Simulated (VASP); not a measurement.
# SiC (Moissanite 3C) (F-43m) in VASP: a series of runs

Runs on SiC (Moissanite 3C). Level: PBE. Tasks: relaxation of the atoms, single point.

Program: VASP 6.6.1. These are calculated values, not measurements. Logs are shortened: lines on timing, memory, paths and dates and some standing lists are left out, and cuts for length are marked.

## (1) The cell of the first run

Symmetry: F-43m, No. 216, cubic system. The conventional cell has a = 4.329 Å, b = 4.329 Å, c = 4.329 Å, α = 90.00°, β = 90.00°, γ = 90.00°. Within 2.5 Å of Si (site symmetry -43m) lie 4 C at 1.87 Å. Within 2.5 Å of C (site symmetry -43m) lie 4 Si at 1.87 Å.

## (2) Relaxation of the atoms, PBE (volume scaled by 0.98)

The input, INCAR:

```
SYSTEM = SiC
  PREC = Accurate
  ENCUT = 520
  EDIFF = 1E-6
  ISMEAR = -1
  SIGMA = 0.02
  LREAL = .FALSE.
  LASPH = .TRUE.
  NELM = 80
  ALGO = Normal
  ISIF = 2
  LWAVE = .FALSE.
  LCHARG = .FALSE.
  GGA = PE
  IBRION = 2
  NSW = 80
  EDIFFG = -0.02
```

The input, KPOINTS:

```
Automatic mesh
0
G
  17 17 17
  0 0 0
```

The input, POSCAR:

```
SiC
1.0
    0.0000000000      2.1643753983      2.1643753983
    2.1643753983      0.0000000000      2.1643753983
    2.1643753983      2.1643753983      0.0000000000
Si C
1 1
Direct
    0.0000000000      0.0000000000      0.0000000000
    0.2500000000      0.2500000000      0.2500000000
```

Potentials or basis: VASP PAW PBE potentials, release 64 (Si, C).

The run is started by

```console
cat potpaw_PBE.64/Si/POTCAR potpaw_PBE.64/C/POTCAR > POTCAR
mpirun -np 1 vasp_std > vasp.out
```

OUTCAR:

```text
SYSTEM = SiC
   PREC = Accurate
   ENCUT = 520
   EDIFF = 1E-6
   ISMEAR = -1
   LREAL = .FALSE.
   LASPH = .TRUE.
   NELM = 80
   ISIF = 2
   GGA = PE
   IBRION = 2
   NSW = 80
   EDIFFG = -0.02

 ion  position               nearest neighbor table
   1  0.000  0.000  0.000-   2 1.87   2 1.87   2 1.87   2 1.87
   2  0.250  0.250  0.250-   1 1.87   1 1.87   1 1.87   1 1.87

  LATTYP: Found a face centered cubic cell.
 ALAT       =     4.3287507966

  Lattice vectors:

 A1 = (   0.0000000000,   2.1643753983,   2.1643753983)
 A2 = (   2.1643753983,   0.0000000000,   2.1643753983)
 A3 = (   2.1643753983,   2.1643753983,   0.0000000000)

Analysis of symmetry for initial positions (statically):
=====================================================================
 Subroutine PRICEL returns:
 Original cell was already a primitive cell.

 Routine SETGRP: Setting up the symmetry group for a
 face centered cubic supercell.

 Subroutine GETGRP returns: Found 24 space group operations
 (whereof 24 operations were pure point group operations)
 out of a pool of 48 trial point group operations.

The static configuration has the point symmetry T_d .

Analysis of symmetry for dynamics (positions and initial velocities):
=====================================================================
 Subroutine PRICEL returns:
 Original cell was already a primitive cell.

 Routine SETGRP: Setting up the symmetry group for a
 face centered cubic supercell.

 Subroutine GETGRP returns: Found 24 space group operations
 (whereof 24 operations were pure point group operations)
 out of a pool of 48 trial point group operations.

The dynamic configuration has the point symmetry T_d .

 Subroutine INISYM returns: Found 24 space group operations
 (whereof 24 operations are pure point group operations),
 and found     1 'primitive' translations

----------------------------------------------------------------------------------------

                                     Primitive cell

  volume of cell :      20.2781

  direct lattice vectors                    reciprocal lattice vectors
     0.000000000  2.164375398  2.164375398    -0.231013530  0.231013530  0.231013530
     2.164375398  0.000000000  2.164375398     0.231013530 -0.231013530  0.231013530
     2.164375398  2.164375398  0.000000000     0.231013530  0.231013530 -0.231013530

  length of vectors
     3.060889042  3.060889042  3.060889042     0.400127170  0.400127170  0.400127170

  position of ions in fractional coordinates (direct lattice)
     0.000000000  0.000000000  0.000000000
     0.250000000  0.250000000  0.250000000

  ion indices of the primitive-cell ions
   primitive index   ion index
                 1           1
                 2           2

----------------------------------------------------------------------------------------

 KPOINTS: Automatic mesh

Automatic generation of k-mesh.
 Grid dimensions read from file:
 generate k-points for:   17   17   17

 Generating k-lattice:

  Cartesian coordinates                     Fractional coordinates (reciprocal lattice)
    -0.013589031  0.013589031  0.013589031     0.058823529  0.000000000  0.000000000
     0.013589031 -0.013589031  0.013589031     0.000000000  0.058823529  0.000000000
     0.013589031  0.013589031 -0.013589031     0.000000000  0.000000000  0.058823529

  Length of vectors
     0.023536892  0.023536892  0.023536892

  Shift w.r.t. Gamma in fractional coordinates (k-lattice)
     0.000000000  0.000000000  0.000000000

 Subroutine IBZKPT returns following result:
 ===========================================

 Found    165 irreducible k-points:

 Following reciprocal coordinates:
            Coordinates               Weight
  0.000000  0.000000  0.000000      1.000000
  0.058824  0.000000  0.000000      8.000000
  0.117647  0.000000  0.000000      8.000000
  0.176471  0.000000  0.000000      8.000000
  0.235294  0.000000  0.000000      8.000000
  0.294118  0.000000  0.000000      8.000000
[... 16 lines left out ...]
 -0.176471  0.058824  0.000000     24.000000
 -0.117647  0.058824  0.000000     24.000000
 [... further k-points ...]
   k-points           NKPTS =    165   k-points in BZ     NKDIM =    165   number of bands    NBANDS=      8
   number of dos      NEDOS =    301   number of ions     NIONS =      2
   total plane-waves  NPLWV =  13824
   dimension x,y,z NGX =    24 NGY =   24 NGZ =   24
   dimension x,y,z NGXF=    48 NGYF=   48 NGZF=   48
   ions per type =               1   1
   NGX,Y,Z   is equivalent  to a cutoff of  13.04, 13.04, 13.04 a.u.
   NGXF,Y,Z  is equivalent  to a cutoff of  26.07, 26.07, 26.07 a.u.
 SYSTEM =  SiC
   PREC   = accura    normal or accurate (medium, high low for compatibility)
   ISTART =      0    job   : 0-new  1-cont  2-samecut
   ICHARG =      2    charge: 1-file 2-atom 10-const
   ISPIN  =      1    spin polarized calculation?
   LNONCOLLINEAR =      F non collinear calculations
   LSORBIT =      F    spin-orbit coupling
   LASPH  =      T    aspherical Exc in radial PAW
   ENCUT  =  520.0 eV  38.22 Ry    6.18 a.u.   5.69  5.69  5.69*2*pi/ulx,y,z
   NELM   =     80;   NELMIN=  2; NELMDL= -5     # of ELM steps
   EDIFF  = 0.1E-05   stopping-criterion for ELM
   LREAL  =      F    real-space projection
   EDIFFG = -.2E-01   stopping-criterion for IOM
   NSW    =     80    number of steps for IOM
   IBRION =      2    ionic relax: 0-MD 1-quasi-New 2-CG
   NFREE  =      1    steps in history (QN), initial steepest desc. (CG)
   ISIF   =      2    stress and relaxation
   ISYM   =      2    0-nonsym 1-usesym 2-fastsym
   POTIM  = 0.5000    time-step for ionic-motion
   TEBEG  =    0.0;   TEEND  =   0.0 temperature during run
   PSTRESS=    0.0 pullay stress
   NELECT =       8.0000    total number of electrons
   NUPDOWN=      -1.0000    fix difference up-down
   EMIN   =  10.00;   EMAX   =-10.00  energy-range for DOS
   EFERMI =   0.00;   METHOD = LEGACY
   ISMEAR =    -1;   SIGMA  =   0.02  broadening in eV -4-tet -1-fermi 0-gaus
   EFERMI_NEDOS =   21; number of points for ismear=-14 and -15
   IALGO  =     38    algorithm
   IMIX   =      4    mixing-type and parameters
     AMIX     =   0.40;   BMIX     =  1.00
     AMIX_MAG =   1.60;   BMIX_MAG =  1.00
  volume/ion in A,a.u.               =      10.14        68.42
  Fermi-wavevector in a.u.,A,eV,Ry     =   1.200685  2.268965 19.614748  1.441643
  Thomas-Fermi vector in A             =   2.336514
   LORBIT       =      0    0 simple, 1 ext, 2 COOP (PROOUT), +10 PAW based schemes
   GGA     = PE    functional components
   LHFCALC =     F    Hartree Fock is set to
   AEXX    =    0.0000 exact exchange contribution
   IVDW    =     0    specifies the selected vdW correction
   LEPSILON=     F    determine dielectric tensor
   LRPA    =     F    only Hartree local field effects (RPA)
 conjugate gradient relaxation of ions
 non-spin polarized calculation
  energy-cutoff  :      520.00
  volume of cell :       20.28
 maximum number of plane-waves:       560
   NGX = 11   NGY = 11   NGZ = 11

 number of electron       8.0000000 magnetization

 Free energy of the ion-electron system (eV)
  ---------------------------------------------------
  ext. energy  EPLUGINS =         0.00000000
  ---------------------------------------------------
  free energy    TOTEN  =       -15.04345081 eV

  energy without entropy =      -15.04345081  energy(sigma->0) =      -15.04345081

 E-fermi :   8.7570     XC(G=0): -11.4448

 val. band max:        8.3348872489   @ k =   0.0000   0.0000   0.0000
 cond. band min:       9.7147859341   @ k =   0.4706   0.4706   0.0000
 fundamental gap:      1.3798986852
 Fermi energy:         8.7569641452

 k-point     1 :       0.0000    0.0000    0.0000
  band No.  band energies     occupation
      1      -7.2277      2.00000
      2       8.3349      2.00000
      3       8.3349      2.00000
      4       8.3349      2.00000
      5      14.8063      0.00000
      6      15.7845      0.00000
      7      15.7845      0.00000
      8      15.7845      0.00000

 k-point     2 :       0.0588    0.0000    0.0000
  band No.  band energies     occupation
      1      -7.1589      2.00000
      2       7.9553      2.00000
      3       8.2862      2.00000
      4       8.2862      2.00000
      5      14.9573      0.00000
      6      15.8419      0.00000
      7      15.8773      0.00000
      8      15.8773      0.00000

 k-point     3 :       0.1176    0.0000    0.0000
  band No.  band energies     occupation
      1      -6.9533      2.00000
      2       6.9919      2.00000
      3       8.1541      2.00000
      4       8.1541      2.00000
      5      15.0170      0.00000
      6      16.1073      0.00000
      7      16.1073      0.00000
      8      16.2673      0.00000

 k-point     4 :       0.1765    0.0000    0.0000
  band No.  band energies     occupation
      1      -6.6141      2.00000
      2       5.7294      2.00000
      3       7.9717      2.00000
      4       7.9717      2.00000
      5      14.8220      0.00000
      6      16.3351      0.00000
      7      16.3351      0.00000
      8      17.0073      0.00000

 k-point     5 :       0.2353    0.0000    0.0000
  band No.  band energies     occupation
      1      -6.1475      2.00000
      2       4.3553      2.00000
      3       7.7748      2.00000
      4       7.7748      2.00000
      5      14.5669      0.00000
      6      16.3925      0.00000
      7      16.3925      0.00000
      8      17.7191      0.00000
[... 177 lines left out ...]
 k-point    22 :      -0.2353    0.0588    0.0000
  band No.  band energies     occupation
      1      -5.9065      2.00000
      2       3.9153      2.00000
      3       7.1875      2.00000
      4       7.8933      2.00000
      5      14.6923      0.00000
      6      16.2528      0.00000
      7      16.3995      0.00000
      8      17.8672      0.00000

 k-point    23 :      -0.1765    0.0588    0.0000
  band No.  band energies     occupation
      1      -6.4123      2.00000
      2       5.2744      2.00000
      3       7.4017      2.00000
      4       8.0910      2.00000
      5      14.9417      0.00000
      6      16.2386      0.00000
      7      16.3611      0.00000
      8      17.3451      0.00000

 k-point    24 :      -0.1176    0.0588    0.0000
  band No.  band energies     occupation
      1      -6.7942      2.00000
      2       6.5408      2.00000
      3       7.6604      2.00000
      4       8.2438      2.00000
      5      15.1642      0.00000
      6      15.9722      0.00000
      7      16.0668      0.00000
      8      16.8769      0.00000

 [... further k-points ...]
[... 5 lines left out ...]
  --------------------------------------------------------------------------------------
  -------------------------------------------------------------------------------------
  Total        1.0049837      1.0049837      1.0049837      0.0000000      0.0000000      0.0000000
  in kB       79.4039024     79.4039024     79.4039024      0.0000000      0.0000000      0.0000000
  external PRESSURE =      79.4039024 kB  Pullay stress =       0.0000000 kB

 VOLUME and BASIS-vectors are now :
 -----------------------------------------------------------------------------
  energy-cutoff  :      520.00
  volume of cell :       20.28
      direct lattice vectors                 reciprocal lattice vectors
     0.000000000  2.164375398  2.164375398    -0.231013530  0.231013530  0.231013530
     2.164375398  0.000000000  2.164375398     0.231013530 -0.231013530  0.231013530
     2.164375398  2.164375398  0.000000000     0.231013530  0.231013530 -0.231013530

 POSITION                                       TOTAL-FORCE (eV/Angst)
 -----------------------------------------------------------------------------------
      0.00000      0.00000      0.00000         0.000000      0.000000      0.000000
      1.08219      1.08219      1.08219        -0.000000     -0.000000     -0.000000
 -----------------------------------------------------------------------------------
    total drift:                                0.000000      0.000000      0.000000

  FREE ENERGIE OF THE ION-ELECTRON SYSTEM (eV)
  ---------------------------------------------------
  free  energy   TOTEN  =       -15.0434508092 eV

  energy  without entropy=      -15.0434508092  energy(sigma->0) =      -15.04345081

 reached required accuracy - stopping structural energy minimisation
```

Wall time 37 s (1 thread of AMD EPYC 7R13, shared host); peak memory 0.12 GiB.

What came out:

* Free energy: -15.0435 eV
* Pressure after relaxing: 7.9 GPa
* Band gap on the k mesh: 1.38 eV, indirect (least direct gap 4.58 eV)

Final structure:
```yaml
crystal:
  lattice:
    - [0.00000, 2.16438, 2.16438]
    - [2.16438, 0.00000, 2.16438]
    - [2.16438, 2.16438, 0.00000]
  atoms:
    - { symbol: Si, position: [0.00000, 0.00000, 0.00000] }
    - { symbol: C, position: [0.25000, 0.25000, 0.25000] }
```

Caveat: the relaxation stopped at its first step, so nothing moved.

## (3) Single point, PBE (volume scaled by 0.94, then relaxed in part)

INCAR: that of step 2 with these lines changed.

```diff
@@ -3,3 +3,3 @@
   ENCUT = 520
-  EDIFF = 1E-6
+  EDIFF = 1E-7
   ISMEAR = -1
@@ -14,4 +14,2 @@
   GGA = PE
-  IBRION = 2
-  NSW = 80
-  EDIFFG = -0.02
+  NBANDS = 11
```

The input, KPOINTS:

```
regular mesh
0
G
  17 17 17
  0 0 0
```

The input, POSCAR:

```
SiC
1.0
    0.0000000000      2.1345181309      2.1345181309
    2.1345181309      0.0000000000      2.1345181309
    2.1345181309      2.1345181309      0.0000000000
Si C
1 1
Direct
    0.0000000000      0.0000000000      0.0000000000
    0.2500000000      0.2500000000      0.2500000000
```

Potentials or basis: VASP PAW PBE potentials, release 64 (Si, C).

The run is started by

```console
cat potpaw_PBE.64/Si/POTCAR potpaw_PBE.64/C/POTCAR > POTCAR
mpirun -np 1 vasp_std > vasp.out
```

It took 36 s on 1 thread of Intel Xeon Platinum 8259CL at 2.50GHz (Skylake/Cascade Lake), shared host; peak memory 0.15 GiB.

It converged, with:

| Quantity | Value |
| --- | --- |
| Free energy | -14.9749 eV |
| Pressure | 18.9 GPa |
| Band gap on the k mesh | 1.34 eV, indirect (least direct gap 4.63 eV) |

Levels at points of the mesh, in eV from the valence-band top:
```csv
k point,band 1,band 2,band 3,band 4,band 5,band 6,band 7,band 8
"(0.00, 0.00, 0.00)",-15.90,0.00,0.00,0.00,6.96,7.75,7.75,7.75
```

(Continued in part 2 of 2.)
